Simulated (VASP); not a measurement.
# RbBr (Fm-3m) in VASP: further runs

Runs on RbBr. Level: PBE. Tasks: single point.

All numbers are computed with VASP 6.6.1; they aren't measurements. Logs are shortened: lines on timing, memory, paths and dates and some standing lists are left out, and cuts for length are marked.

## 1. The cell of the first run

Symmetry: Fm-3m, No. 225, cubic system. The conventional cell has a = 6.855 Å, b = 6.855 Å, c = 6.855 Å, α = 90.00°, β = 90.00°, γ = 90.00°. Within 4.5 Å of Rb (site symmetry m-3m) lie 6 Br at 3.43 Å. Br (site symmetry m-3m) has 6 Rb at 3.43 Å within 4.5 Å.

## 2. Single point, PBE

Contents of INCAR:

```
SYSTEM = RbBr
  ALGO = Normal
  EDIFF = 1E-6
  ENCUT = 500
  GGA = PE
  GGA_COMPAT = .False.
  ISIF = 2
  ISMEAR = 0
  LASPH = .True.
  LCHARG = .False.
  LREAL = .False.
  LWAVE = .False.
  NBANDS = 15
  NELM = 120
  PREC = Accurate
  SIGMA = 0.1
```

Contents of KPOINTS:

```
k-points
0
Gamma
  4 4 4
  0 0 0
```

Contents of POSCAR:

```
RbBr
1.0
    0.0000000000      3.4275000100      3.4275000100
    3.4275000100      0.0000000000      3.4275000100
    3.4275000100      3.4275000100      0.0000000000
Rb Br
1 1
Direct
    0.0000000000      0.0000000000      0.0000000000
    0.5000000000      0.5000000000      0.5000000000
```

Potentials or basis: VASP PAW PBE potentials, release 64 (Rb_sv, Br).

Run with:

```sh
cat potpaw_PBE.64/Rb_sv/POTCAR potpaw_PBE.64/Br/POTCAR > POTCAR
mpirun -np 1 vasp_std > vasp.out
```

OUTCAR:

```text
SYSTEM = RbBr
   EDIFF = 1E-6
   ENCUT = 500
   GGA = PE
   ISIF = 2
   ISMEAR = 0
   LASPH = .True.
   LREAL = .False.
   NELM = 120
   PREC = Accurate

 ion  position               nearest neighbor table
   1  0.000  0.000  0.000-   2 3.43   2 3.43   2 3.43   2 3.43   2 3.43   2 3.43
   2  0.500  0.500  0.500-   1 3.43   1 3.43   1 3.43   1 3.43   1 3.43   1 3.43

  LATTYP: Found a face centered cubic cell.
 ALAT       =     6.8550000200

  Lattice vectors:

 A1 = (   0.0000000000,   3.4275000100,   3.4275000100)
 A2 = (   3.4275000100,   0.0000000000,   3.4275000100)
 A3 = (   3.4275000100,   3.4275000100,   0.0000000000)

Analysis of symmetry for initial positions (statically):
=====================================================================
 Subroutine PRICEL returns:
 Original cell was already a primitive cell.

 Routine SETGRP: Setting up the symmetry group for a
 face centered cubic supercell.

 Subroutine GETGRP returns: Found 48 space group operations
 (whereof 48 operations were pure point group operations)
 out of a pool of 48 trial point group operations.

The static configuration has the point symmetry O_h .

Analysis of symmetry for dynamics (positions and initial velocities):
=====================================================================
 Subroutine PRICEL returns:
 Original cell was already a primitive cell.

 Routine SETGRP: Setting up the symmetry group for a
 face centered cubic supercell.

 Subroutine GETGRP returns: Found 48 space group operations
 (whereof 48 operations were pure point group operations)
 out of a pool of 48 trial point group operations.

The dynamic configuration has the point symmetry O_h .

 Subroutine INISYM returns: Found 48 space group operations
 (whereof 48 operations are pure point group operations),
 and found     1 'primitive' translations

----------------------------------------------------------------------------------------

                                     Primitive cell

  volume of cell :      80.5309

  direct lattice vectors                    reciprocal lattice vectors
     0.000000000  3.427500010  3.427500010    -0.145878920  0.145878920  0.145878920
     3.427500010  0.000000000  3.427500010     0.145878920 -0.145878920  0.145878920
     3.427500010  3.427500010  0.000000000     0.145878920  0.145878920 -0.145878920

  length of vectors
[... 73 lines left out ...]
   POTIM  = 0.5000    time-step for ionic-motion
   TEBEG  =    0.0;   TEEND  =   0.0 temperature during run
   PSTRESS=    0.0 pullay stress
   NELECT =      16.0000    total number of electrons
   NUPDOWN=      -1.0000    fix difference up-down
   EMIN   =  10.00;   EMAX   =-10.00  energy-range for DOS
   EFERMI =   0.00;   METHOD = LEGACY
   ISMEAR =     0;   SIGMA  =   0.10  broadening in eV -4-tet -1-fermi 0-gaus
   EFERMI_NEDOS =   21; number of points for ismear=-14 and -15
   IALGO  =     38    algorithm
   IMIX   =      4    mixing-type and parameters
     AMIX     =   0.40;   BMIX     =  1.00
     AMIX_MAG =   1.60;   BMIX_MAG =  1.00
  volume/ion in A,a.u.               =      40.27       271.72
  Fermi-wavevector in a.u.,A,eV,Ry     =   0.955273  1.805204 12.415941  0.912546
  Thomas-Fermi vector in A             =   2.084095
   LORBIT       =      0    0 simple, 1 ext, 2 COOP (PROOUT), +10 PAW based schemes
   GGA     = PE    functional components
   LHFCALC =     F    Hartree Fock is set to
   AEXX    =    0.0000 exact exchange contribution
   IVDW    =     0    specifies the selected vdW correction
   LEPSILON=     F    determine dielectric tensor
   LRPA    =     F    only Hartree local field effects (RPA)
 non-spin polarized calculation
 Gauss-broadening in eV      SIGMA  =   0.10
  energy-cutoff  :      500.00
  volume of cell :       80.53
 maximum number of plane-waves:      2085
   NGX = 17   NGY = 17   NGZ = 17

 number of electron      15.9999999 magnetization

 Free energy of the ion-electron system (eV)
  ---------------------------------------------------
  ext. energy  EPLUGINS =         0.00000000
  ---------------------------------------------------
  free energy    TOTEN  =        -6.09733365 eV

  energy without entropy =       -6.09733365  energy(sigma->0) =       -6.09733365

 E-fermi :  -1.2760     XC(G=0):  -7.2318

 val. band max:       -1.7533195988   @ k =   0.0000   0.0000   0.0000
 cond. band min:       2.6074961542   @ k =   0.0000   0.0000   0.0000
 fundamental gap:      4.3608157530
 Fermi energy:        -1.2759989394

 k-point     1 :       0.0000    0.0000    0.0000
  band No.  band energies     occupation
      1     -26.1692      2.00000
      2     -13.9337      2.00000
      3     -10.2460      2.00000
      4     -10.2460      2.00000
      5     -10.2460      2.00000
      6      -1.7533      2.00000
      7      -1.7533      2.00000
      8      -1.7533      2.00000
      9       2.6075      0.00000
     10       5.5256      0.00000
     11       5.5256      0.00000
     12       5.5256      0.00000
     13       6.4135      0.00000
     14       6.4135      0.00000
[... 113 lines left out ...]
      2     -13.9078      2.00000
      3     -10.3730      2.00000
      4     -10.3730      2.00000
      5     -10.2275      2.00000
      6      -2.2463      2.00000
      7      -2.1017      2.00000
      8      -2.1017      2.00000
      9       5.3286      0.00000
     10       5.3286      0.00000
     11       6.5083      0.00000
     12       6.8611      0.00000
     13       9.1184      0.00000
     14       9.1845      0.00000
     15       9.2439      0.00000

------------------------ aborting loop because EDIFF is reached ----------------------------------------

  FORCE on cell =-STRESS in cart. coord.  units (eV):
  Direction    XX          YY          ZZ          XY          YZ          ZX
  --------------------------------------------------------------------------------------
  -------------------------------------------------------------------------------------
  Total        0.5109138      0.5109138      0.5109138      0.0000000     -0.0000000      0.0000000
  in kB       10.1647305     10.1647305     10.1647305      0.0000000     -0.0000000      0.0000000
  external PRESSURE =      10.1647305 kB  Pullay stress =       0.0000000 kB

 VOLUME and BASIS-vectors are now :
 -----------------------------------------------------------------------------
  energy-cutoff  :      500.00
  volume of cell :       80.53
      direct lattice vectors                 reciprocal lattice vectors
     0.000000000  3.427500010  3.427500010    -0.145878920  0.145878920  0.145878920
     3.427500010  0.000000000  3.427500010     0.145878920 -0.145878920  0.145878920
     3.427500010  3.427500010  0.000000000     0.145878920  0.145878920 -0.145878920

 POSITION                                       TOTAL-FORCE (eV/Angst)
 -----------------------------------------------------------------------------------
      0.00000      0.00000      0.00000         0.000000      0.000000     -0.000000
      3.42750      3.42750      3.42750        -0.000000     -0.000000      0.000000
 -----------------------------------------------------------------------------------
    total drift:                                0.000000      0.000000      0.000000

  FREE ENERGIE OF THE ION-ELECTRON SYSTEM (eV)
  ---------------------------------------------------
  free  energy   TOTEN  =        -6.0973336526 eV

  energy  without entropy=       -6.0973336526  energy(sigma->0) =       -6.09733365
```

OSZICAR:

```text
N       E                     dE             d eps       ncg     rms          rms(c)
DAV:   1     0.765452146189E+02    0.76545E+02   -0.62671E+03   240   0.871E+02
DAV:   2    -0.122223109860E+01   -0.77767E+02   -0.72582E+02   325   0.169E+02
DAV:   3    -0.618134291819E+01   -0.49591E+01   -0.49429E+01   310   0.418E+01
DAV:   4    -0.631497761170E+01   -0.13363E+00   -0.13362E+00   374   0.618E+00
DAV:   5    -0.631584172077E+01   -0.86411E-03   -0.86408E-03   317   0.506E-01    0.291E+00
DAV:   6    -0.610119061656E+01    0.21465E+00   -0.26508E-01   296   0.235E+00    0.193E+00
DAV:   7    -0.608492081846E+01    0.16270E-01   -0.12528E-01   303   0.172E+00    0.966E-01
DAV:   8    -0.609652007979E+01   -0.11599E-01   -0.13555E-02   262   0.685E-01    0.108E-01
DAV:   9    -0.609689421101E+01   -0.37413E-03   -0.59255E-04   324   0.124E-01    0.695E-02
DAV:  10    -0.609732819385E+01   -0.43398E-03   -0.59901E-04   254   0.130E-01    0.293E-02
DAV:  11    -0.609732746174E+01    0.73211E-06   -0.35000E-05   296   0.293E-02    0.542E-03
DAV:  12    -0.609733339783E+01   -0.59361E-05   -0.87063E-06   254   0.183E-02    0.129E-03
DAV:  13    -0.609733365259E+01   -0.25476E-06   -0.31609E-07   274   0.312E-03
   1 F= -.60973337E+01 E0= -.60973337E+01  d E =-.337027E-12
```

stdout:

```text
POSCAR found type information on POSCAR RbBr
 POSCAR found :  2 types and       2 ions
 scaLAPACK will be used
 LDA part: xc-table for (Slater+PW92), standard interpolation
 POSCAR, INCAR and KPOINTS ok, starting setup
 FFT: planning ... GRIDC
 FFT: planning ... GRID_SOFT
 FFT: planning ... GRID
 WAVECAR not read
 entering main loop
```

It took 9.6 s on 1 thread of Intel Xeon Platinum 8488C (Sapphire Rapids), shared host; peak memory 0.19 GiB.

Results:

```
Free energy            : -6.0973 eV
Pressure               : 1.0 GPa
Band gap on the k mesh : 4.36 eV, direct
```

PBE gaps usually lie below the measured ones, often by a third to a half.

## 3. Single point, PBE

Contents of INCAR:

```
SYSTEM = RbBr
PREC     = Accurate       ! precision mode
ENCUT    = 500            ! plane-wave cutoff, eV
EDIFF    = 1E-6           ! SCF threshold, eV
ISMEAR   = 0              ! smearing method
SIGMA    = 0.1            ! smearing width, eV
LREAL    = .False.        ! projectors in reciprocal space
LASPH    = .True.         ! aspherical terms in the spheres
NELM     = 120            ! most SCF steps
ALGO     = Normal         ! electronic algorithm
ISIF     = 2              ! what is computed and relaxed
LWAVE    = .False.        ! write WAVECAR
LCHARG   = .False.        ! write CHGCAR
GGA      = PE             ! functional
NBANDS   = 15             ! bands
GGA_COMPAT= .False.
```

Contents of KPOINTS:

```
Automatic mesh
0
Gamma
  4 4 4
  0 0 0
```

Contents of POSCAR:

```
RbBr
1.0
    0.0000000000      3.4270000500      3.4270000500
    3.4270000500      0.0000000000      3.4270000500
    3.4270000500      3.4270000500      0.0000000000
Rb Br
1 1
Direct
    0.0000000000      0.0000000000      0.0000000000
    0.5000000000      0.5000000000      0.5000000000
```

Potentials or basis: VASP PAW PBE potentials, release 64 (Rb_sv, Br).

Run with:

```sh
cat potpaw_PBE.64/Rb_sv/POTCAR potpaw_PBE.64/Br/POTCAR > POTCAR
mpirun -np 1 vasp_std > vasp.out
```

Run time: 12 s. Hardware: 1 thread of Intel Xeon Platinum 8488C (Sapphire Rapids), shared host; peak memory 0.2 GiB.

It converged, with:

```yaml
Free_energy: -6.0971 eV
Pressure: 1.0 GPa
Band_gap_on_the_k_mesh: 4.36 eV, direct
```

Levels at points of the mesh, in eV from the valence-band top:
| k point | band 6 | band 7 | band 8 | band 9 | band 10 | band 11 |
| --- | --- | --- | --- | --- | --- | --- |
| (0.00, 0.00, 0.00) | 0.00 | 0.00 | 0.00 | 4.36 | 7.28 | 7.28 |
| (0.50, 0.00, 0.00) | -0.99 | -0.36 | -0.36 | 6.81 | 7.72 | 9.49 |
| (0.50, 0.50, 0.00) | -0.47 | -0.16 | -0.16 | 5.61 | 7.13 | 9.20 |

A hybrid or GW would open this gap; PBE tends to underestimate it.
